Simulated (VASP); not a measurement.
# TaN (P6_3/mmc) in VASP: single point with PBE+U

Aim: the single point of TaN with PBE+U.

Program: VASP 6.6.1. These are calculated values, not measurements. Logs are shortened: lines on timing, memory, paths and dates and some standing lists are left out, and cuts for length are marked.

### Step 1. The cell of the first run

The structure is hexagonal, space group P6_3/mmc (No. 194). Conventional cell: a = 3.048 Å, b = 3.048 Å, c = 4.918 Å, α = 90.00°, β = 90.00°, γ = 120.00°. Ta (site symmetry -3m) has 6 N at 2.15 Å and 2 Ta at 2.46 Å within 2.8 Å. N (site symmetry -6m2) has 6 Ta at 2.15 Å within 2.8 Å.

### Step 2. Single point, PBE+U, collinear spin, zero start

File INCAR:

```
SYSTEM = TaN
  PREC = Accurate
  ENCUT = 600
  EDIFF = 1E-6
  ISMEAR = 0
  SIGMA = 0.05
  LREAL = .FALSE.
  LASPH = .TRUE.
  NELM = 200
  ALGO = Normal
  ISIF = 2
  LWAVE = .FALSE.
  LCHARG = .FALSE.
  ISPIN = 2
  MAGMOM = 0 0 0 0 0 0 0 0
  LORBIT = 11
  NUPDOWN = 0.0
  LMAXMIX = 4
  LDAU = .TRUE.
  LDAUTYPE = 2
  LDAUL = 2 -1
  LDAUU = 5 0
  LDAUJ = 0 0
  LDAUPRINT = 1
  GGA = PE
  NBANDS = 46
  GGA_COMPAT = .FALSE.
```

File KPOINTS:

```
regular mesh
0
G
  7 7 4
  0 0 0
```

File POSCAR:

```
TaN
1.0
    3.0480018400      0.0000000000      0.0000000000
   -3.0480018400      5.2792940600      0.0000000000
    0.0000000000      0.0000000000      4.9179997800
Ta N
4 4
Direct
    0.0000000000      0.0000000000      0.0000000000
    0.0000000000      0.0000000000      0.5000000000
    0.0000000000      0.5000000000      0.0000000000
    0.0000000000      0.5000000000      0.5000000000
    0.3333333333      0.3333333334      0.2500000000
    0.6666666667      0.1666666666      0.7500000000
    0.3333333333      0.8333333333      0.2500000000
    0.6666666667      0.6666666666      0.7500000000
```

Potentials or basis: VASP PAW PBE potentials, release 64 (Ta_pv, N).

Command:

```bash
$ cat potpaw_PBE.64/Ta_pv/POTCAR potpaw_PBE.64/N/POTCAR > POTCAR
$ mpirun -np 1 vasp_std > vasp.out
```

OUTCAR:

```text
SYSTEM = TaN
   PREC = Accurate
   ENCUT = 600
   EDIFF = 1E-6
   ISMEAR = 0
   LREAL = .FALSE.
   LASPH = .TRUE.
   NELM = 200
   ISIF = 2
   ISPIN = 2
   LORBIT = 11
   NUPDOWN = 0.0
   GGA = PE

 ion  position               nearest neighbor table
   1  0.000  0.000  0.000-   6 2.15   6 2.15   7 2.15   7 2.15   8 2.15   5 2.15   2 2.46   2 2.46
                             3 3.05   3 3.05   3 3.05   3 3.05
   2  0.000  0.000  0.500-   6 2.15   6 2.15   7 2.15   7 2.15   8 2.15   5 2.15   1 2.46   1 2.46
                             4 3.05   4 3.05   4 3.05   4 3.05
   3  0.000  0.500  0.000-   5 2.15   8 2.15   8 2.15   5 2.15   7 2.15   6 2.15   4 2.46   4 2.46
                             1 3.05   1 3.05   1 3.05   1 3.05
   4  0.000  0.500  0.500-   5 2.15   8 2.15   8 2.15   5 2.15   7 2.15   6 2.15   3 2.46   3 2.46
                             2 3.05   2 3.05   2 3.05   2 3.05
   5  0.333  0.333  0.250-   3 2.15   4 2.15   3 2.15   4 2.15   1 2.15   2 2.15
   6  0.667  0.167  0.750-   1 2.15   2 2.15   1 2.15   2 2.15   3 2.15   4 2.15
   7  0.333  0.833  0.250-   1 2.15   2 2.15   1 2.15   2 2.15   3 2.15   4 2.15
   8  0.667  0.667  0.750-   3 2.15   4 2.15   3 2.15   4 2.15   1 2.15   2 2.15

  LATTYP: Found a simple orthorhombic cell.
 ALAT       =     3.0480018400
 B/A-ratio  =     1.6135160142
 C/A-ratio  =     1.7320508114

  Lattice vectors:

 A1 = (  -3.0480018400,   0.0000000000,   0.0000000000)
 A2 = (   0.0000000000,   0.0000000000,   4.9179997800)
 A3 = (   0.0000000000,   5.2792940600,   0.0000000000)

Analysis of symmetry for initial positions (statically):
=====================================================================
 Subroutine PRICEL returns following result:

  LATTYP: Found a hexagonal cell.
 ALAT       =     3.0480018400
 C/A-ratio  =     1.6135160142
[... 12 lines left out ...]
 Subroutine GETGRP returns: Found  8 space group operations
 (whereof  4 operations were pure point group operations)
 out of a pool of  8 trial point group operations.

The static configuration has the point symmetry C_2h.
 The point group associated with its full space group is D_2h.

Analysis of symmetry for dynamics (positions and initial velocities):
=====================================================================
 Subroutine PRICEL returns following result:

  LATTYP: Found a hexagonal cell.
 ALAT       =     3.0480018400
 C/A-ratio  =     1.6135160142
[... 12 lines left out ...]
 Subroutine GETGRP returns: Found  8 space group operations
 (whereof  4 operations were pure point group operations)
 out of a pool of  8 trial point group operations.

[... 306 lines left out ...]

 number of electron      64.0000004 magnetization      -0.0000000

 Free energy of the ion-electron system (eV)
  ---------------------------------------------------
  ext. energy  EPLUGINS =         0.00000000
  ---------------------------------------------------
  free energy    TOTEN  =       -63.17308882 eV

  energy without entropy =      -63.16765463  energy(sigma->0) =      -63.17037173

 E-fermi :  10.6186     XC(G=0): -13.7608

 val. band max:       10.6029476236   @ k =   0.0000   0.1429   0.0000
 cond. band min:      10.6446110060   @ k =   0.2857   0.1429   0.0000
 fundamental gap:      0.0416633824
 Fermi energy:        10.6185926058

 spin component 1

 k-point     1 :       0.0000    0.0000    0.0000
  band No.  band energies     occupation
      1     -27.5342      1.00000
      2     -27.3104      1.00000
      3     -26.6686      1.00000
      4     -26.1176      1.00000
      5     -25.9861      1.00000
      6     -25.7917      1.00000
[... 2249 lines left out ...]
     43      15.7311      0.00000
     44      16.1694      0.00000

 [... further k-points ...]

 [bands above 44 left out]

------------------------ aborting loop because EDIFF is reached ----------------------------------------

  FORCE on cell =-STRESS in cart. coord.  units (eV):
  Direction    XX          YY          ZZ          XY          YZ          ZX
  --------------------------------------------------------------------------------------
  -------------------------------------------------------------------------------------
  Total       23.5593042     23.6083587     70.9964040      0.0000000      0.0000000      0.0000000
  in kB      476.9726306    477.9657685   1437.3659470      0.0000000      0.0000000      0.0000000
  external PRESSURE =     797.4347820 kB  Pullay stress =       0.0000000 kB

 VOLUME and BASIS-vectors are now :
 -----------------------------------------------------------------------------
  energy-cutoff  :      600.00
  volume of cell :       79.14
      direct lattice vectors                 reciprocal lattice vectors
     3.048001840  0.000000000  0.000000000     0.328083791  0.189419265  0.000000000
    -3.048001840  5.279294060  0.000000000     0.000000000  0.189419265  0.000000000
     0.000000000  0.000000000  4.917999780     0.000000000  0.000000000  0.203334698

 POSITION                                       TOTAL-FORCE (eV/Angst)
 -----------------------------------------------------------------------------------
      0.00000      0.00000      0.00000         0.000000      0.000000     -0.000000
      0.00000      0.00000      2.45900        -0.000000      0.000000     -0.000000
     -1.52400      2.63965      0.00000         0.000000      0.000000     -0.000000
     -1.52400      2.63965      2.45900        -0.000000      0.000000     -0.000000
     -0.00000      1.75976      1.22950         0.000000     -0.042528     -0.000000
      1.52400      0.87988      3.68850        -0.000000      0.042528     -0.000000
     -1.52400      4.39941      1.22950         0.000000     -0.042528      0.000000
      0.00000      3.51953      3.68850        -0.000000      0.042528      0.000000
 -----------------------------------------------------------------------------------
    total drift:                               -0.000000      0.000000      0.000000

  FREE ENERGIE OF THE ION-ELECTRON SYSTEM (eV)
  ---------------------------------------------------
  free  energy   TOTEN  =       -63.1730888170 eV

  energy  without entropy=      -63.1676546348  energy(sigma->0) =      -63.17037173

 total charge

# of ion       s       p       d       tot
------------------------------------------
    1        0.344   6.315   2.567   9.225
    2        0.344   6.315   2.567   9.225
    3        0.344   6.315   2.567   9.225
    4        0.344   6.315   2.567   9.225
    5        1.237   2.612   0.000   3.849
    6        1.237   2.612   0.000   3.849
    7        1.237   2.612   0.000   3.849
    8        1.237   2.612   0.000   3.849
--------------------------------------------------
tot          6.322  35.708  10.267  52.297

 magnetization (x)

# of ion       s       p       d       tot
------------------------------------------
    1        0.000   0.000  -0.000  -0.000
    2        0.000   0.000  -0.000  -0.000
    3        0.000   0.000  -0.000  -0.000
    4        0.000   0.000  -0.000  -0.000
    5       -0.000  -0.000   0.000  -0.000
    6       -0.000  -0.000   0.000  -0.000
    7       -0.000  -0.000   0.000  -0.000
    8       -0.000  -0.000   0.000  -0.000
--------------------------------------------------
tot         -0.000  -0.000  -0.000  -0.000
```

OSZICAR:

```text
N       E                     dE             d eps       ncg     rms          rms(c)
DAV:   1     0.714635280942E+03    0.71464E+03   -0.36894E+04  8832   0.167E+03
DAV:   2    -0.217400109126E+02   -0.73638E+03   -0.70004E+03  9502   0.501E+02
DAV:   3    -0.747243791281E+02   -0.52984E+02   -0.51115E+02 10704   0.129E+02
DAV:   4    -0.759209047053E+02   -0.11965E+01   -0.11784E+01 11040   0.183E+01
DAV:   5    -0.759432206212E+02   -0.22316E-01   -0.22270E-01 11006   0.202E+00    0.560E+01
DAV:   6    -0.633252015920E+02    0.12618E+02   -0.49872E+01 10998   0.362E+01    0.248E+01
DAV:   7    -0.632298094999E+02    0.95392E-01   -0.24049E+00 10310   0.778E+00    0.139E+01
DAV:   8    -0.631909363072E+02    0.38873E-01   -0.44498E-01 10302   0.329E+00    0.169E+00
DAV:   9    -0.631711402092E+02    0.19796E-01   -0.70980E-02 10878   0.118E+00    0.618E-01
DAV:  10    -0.631728334734E+02   -0.16933E-02   -0.42771E-03 10506   0.428E-01    0.215E-01
DAV:  11    -0.631730787541E+02   -0.24528E-03   -0.74002E-04 10892   0.151E-01    0.530E-02
DAV:  12    -0.631730794089E+02   -0.65486E-06   -0.33379E-05 10854   0.329E-02    0.323E-02
DAV:  13    -0.631730870878E+02   -0.76789E-05   -0.27770E-05 10710   0.260E-02    0.644E-03
DAV:  14    -0.631730883918E+02   -0.13040E-05   -0.23905E-06  8622   0.763E-03    0.217E-03
DAV:  15    -0.631730888170E+02   -0.42517E-06   -0.18231E-07  5706   0.243E-03
   1 F= -.63173089E+02 E0= -.63170372E+02  d E =-.543418E-02  mag=    -0.0000
```

stdout:

```text
POSCAR found type information on POSCAR TaN
 POSCAR found :  2 types and       8 ions
 scaLAPACK will be used
 LDA part: xc-table for (Slater+PW92), standard interpolation
 POSCAR, INCAR and KPOINTS ok, starting setup
 FFT: planning ... GRIDC
 FFT: planning ... GRID_SOFT
 FFT: planning ... GRID
 WAVECAR not read
 entering main loop
```

Run time: 2.5 min. Hardware: 1 thread of Intel Xeon 6975P-C (Granite Rapids), shared host; peak memory 0.44 GiB.

What came out:

| Quantity | Value |
| --- | --- |
| Free energy | -63.1731 eV |
| Pressure | 79.7 GPa |
| Largest force | 0.043 eV/Å |
| Net moment | 0.00 μB per cell |
| Valence electrons inside the program's atomic spheres | Ta 9.22; N 3.85 |

Forces on the atoms (eV/Å):
```
Ta   0.000  0.000  0.000
Ta   0.000  0.000  0.000
Ta   0.000  0.000  0.000
Ta   0.000  0.000  0.000
N    0.000 -0.043  0.000
N    0.000  0.043  0.000
N    0.000 -0.043  0.000
N    0.000  0.043  0.000
```

Stress tensor (GPa, compression positive):
```
 47.70   0.00   0.00
  0.00  47.80   0.00
  0.00   0.00 143.74
```

Eigenvalues of the final occupation matrices:
```csv
site,spin,trace,eigenvalues
site 1 d,1,1.31,0.21 0.21 0.25 0.25 0.39
site 1 d,2,1.31,0.21 0.21 0.25 0.25 0.39
site 2 d,1,1.31,0.21 0.21 0.25 0.25 0.39
site 2 d,2,1.31,0.21 0.21 0.25 0.25 0.39
site 3 d,1,1.31,0.21 0.21 0.25 0.25 0.39
site 3 d,2,1.31,0.21 0.21 0.25 0.25 0.39
site 4 d,1,1.31,0.21 0.21 0.25 0.25 0.39
site 4 d,2,1.31,0.21 0.21 0.25 0.25 0.39
```

Caveat: the stress differs along the axes, from 48 to 144 GPa; spin-orbit coupling is left out, which moves the levels of the heavy elements; the total moment is fixed, so each spin has its own Fermi level.
